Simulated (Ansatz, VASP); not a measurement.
## ZnS: VASP and Ansatz over several settings

```
Zn S
1.0
     0.00000    2.66548    2.66548
     2.66548    0.00000    2.66548
     2.66548    2.66548    0.00000
Zn S
1 1
Cartesian
  3.9982 3.9982 3.9982
  0.0000 0.0000 0.0000
```

Single points on this cell with VASP 6.6.1 and Ansatz 0.2.0. Each row is one pair of runs. Alike in all rows: spin: off; smearing: fermi-dirac, width 0.05 eV.

```tsv
level	k mesh	VASP's potentials, cutoff	Ansatz's potentials, cutoff	gap on the k mesh at the Fermi level (eV), VASP	gap on the k mesh at the Fermi level (eV), Ansatz	least direct gap on the mesh (eV), VASP	least direct gap on the mesh (eV), Ansatz	pressure (GPa), VASP	pressure (GPa), Ansatz
BLYP	9 × 9 × 9	VASP PAW PBE potentials, release 64 (Zn, S), 520 eV	Ansatz PAW, 420 eV	2.32	2.28	2.32	2.28	9.3	9.1
r2SCAN+D3(BJ)	9 × 9 × 9	VASP PAW PBE potentials, release 64 (Zn, S), 520 eV	Ansatz PAW, 500 eV	2.87	2.85	2.87	2.85	1.5	1.5
revPBE	9 × 9 × 9	VASP PAW PBE potentials, release 64 (Zn, S), 520 eV	Ansatz PAW, 420 eV	2.42	2.41	2.42	2.41	7.2	7.0
BLYP+D3(BJ)	9 × 9 × 9	VASP PAW PBE potentials, release 64 (Zn, S), 520 eV	Ansatz PAW, 420 eV	2.32	2.28	2.32	2.28	2.5	2.4
LDA	9 × 9 × 9	VASP PAW LDA potentials, release 64 (Zn, S), 520 eV	JTH PAW LDA, 960 eV	2.07	2.03	2.07	2.03	-1.4	-1.7
r2SCAN50	5 × 5 × 5	VASP PAW PBE potentials, release 64 (Zn, S), 520 eV	Ansatz PAW, 500 eV	6.32	6.29	6.32	6.29	2.9	3.3
PBE-based screened hybrid	5 × 5 × 5	VASP PAW PBE potentials, release 64 (Zn, S), 520 eV	Ansatz PAW, 420 eV	?	3.33	?	3.33	?	4.7
```

Fill in what VASP gave in row 7.

gap on the k mesh at the Fermi level (eV): 3.32; least direct gap on the mesh (eV): 3.32; pressure (GPa): 4.7.

Noted on Ansatz's runs: odd divisions of the mesh miss points on the zone boundary, where band edges often lie, so the gap on the mesh can be too wide.
